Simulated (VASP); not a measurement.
Hg3P2:

```
Hg P
1.0
     4.45734    0.00000    0.00000
     0.00000    5.48337    0.00000
     0.00000    0.00000    6.61032
Hg P
3 2
Direct
  0.00000 0.00000 0.50000
  0.50000 0.00000 0.00000
  0.00000 0.00000 0.00000
  0.50000 0.50000 0.50000
  0.50000 0.00000 0.50000
```

The cell was generated, and may not be a known phase.

| Quantity | Value |
| --- | --- |
| Program | VASP 6.6.1 |
| Task | relaxation of cell and atoms |
| Functional | PBE |
| Potentials or basis | VASP PAW PBE potentials, release 64 (Hg, P) |
| Cutoff | 600 eV |
| k mesh | 4 × 4 × 4 |
| Occupations | gaussian, width 0.1 eV |
| Spin | no spin polarisation |

At the start: pressure 17.7 GPa; volume 32.31 Å³/atom.

Problem. How do energy, volume and symmetry change on relaxing?

Solution. Over 15 steps the energy falls by 1155.8 meV/atom and the volume is 31.95 Å³/atom (-1.1 %); space group Pmmm (No. 47, to 0.1 Å) before, P4/mmm (No. 123, to 0.1 Å).

The path:
```tsv
step	energy change (eV)	largest force (eV/Å)	pressure (GPa)	volume (Å³)
1	0.0000	0.0000	17.67	161.56
2	-4.2405	0.0000	-3.89	238.52
3	-4.2387	0.0000	-3.90	238.10
4	-5.5263	0.0000	-1.47	205.18
5	-5.5563	0.0000	-0.76	201.06
6	-5.5562	0.0000	-0.62	200.33
7	-5.5920	0.0000	-0.64	195.36
8	-5.6909	0.0000	-0.59	180.79
9	-5.7473	0.0000	0.66	153.10
10	-5.7618	0.0000	-0.01	163.37
11	-5.7630	0.0000	0.09	161.46
12	-5.7736	0.0000	-0.12	161.23
13	-5.7761	0.0000	-0.24	161.04
14	-5.7772	0.0000	0.34	158.77
15	-5.7790	0.0000	0.06	159.77
```

Final structure:
```cif
data_structure
_symmetry_space_group_name_H-M 'P 1'
_symmetry_Int_Tables_number 1
_cell_length_a 6.0396
_cell_length_b 4.3740
_cell_length_c 6.0478
_cell_angle_alpha 90.000
_cell_angle_beta 90.000
_cell_angle_gamma 90.000
_cell_volume 159.77
loop_
_atom_site_label
_atom_site_type_symbol
_atom_site_fract_x
_atom_site_fract_y
_atom_site_fract_z
_atom_site_occupancy
Hg1 Hg 0.00000 0.00000 0.50000 1
Hg2 Hg 0.50000 0.00000 0.00000 1
Hg3 Hg 0.00000 0.00000 0.00000 1
P1 P 0.50000 0.50000 0.50000 1
P2 P 0.50000 0.00000 0.50000 1
```

Caveat: a cell axis changed by over 15 % at a fixed basis, so the end point is rough.
